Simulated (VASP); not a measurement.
A run of VASP 6.6.1 is set up as follows.

Contents of POSCAR:

```
AgCl
1.0
    0.0000000000      2.8039661530      2.7371703420
    2.8039661530      0.0000000000      2.7371703420
    2.8039661530      2.8039661530      0.0000000000
Ag Cl
1 1
Direct
    0.0000000000      0.0000000000      0.0000000000
    0.5000000000      0.5000000000      0.5000000000
```

File INCAR.step1:

```
SYSTEM = AgCl
PREC = Accurate
ENCUT = 520
ISMEAR = 0
SIGMA = 0.01
LREAL = .False.
LASPH = .True.
NELM = 80
NBANDS = 16
GGA = PE
ALGO = Normal
EDIFF = 1E-4
LWAVE = .True.
LCHARG = .False.
```

File INCAR.step2:

```
SYSTEM = AgCl
PREC = Accurate
ENCUT = 520
EDIFF = 1E-7
ISMEAR = 0
SIGMA = 0.01
LREAL = .False.
LASPH = .True.
NELM = 80
ALGO = Normal
ISIF = 2
LWAVE = .False.
LCHARG = .False.
METAGGA = R2SCAN
LMIXTAU = .True.
NBANDS = 16
ISTART = 1
```

The input KPOINTS:

```
regular mesh
0
Gamma
  8 8 8
  0 0 0
```

Potentials or basis: VASP PAW PBE potentials, release 64 (Ag, Cl).

The run is started by

```bash
$ cat potpaw_PBE.64/Ag/POTCAR potpaw_PBE.64/Cl/POTCAR > POTCAR
$ cp INCAR.step1 INCAR
$ mpirun -np 1 vasp_std > vasp.out
$ cp INCAR.step2 INCAR
$ mpirun -np 1 vasp_std > vasp.out
```

Task: What does it give for the band gap on the k mesh?

Result: 1.35 eV, indirect (least direct gap 3.67 eV).

Task: What does it give for the pressure?

Result: -0.5 GPa.

Stress tensor (GPa, compression positive):
```
-0.71  0.00  0.00
 0.00 -0.71  0.00
 0.00  0.00 -0.09
```

Caveat: the cell differs from its parent crystal (epitaxial xy strain +1.1%); the PAW data sets were made with another functional, which shifts forces and pressure a little. A k mesh can miss the band edges.
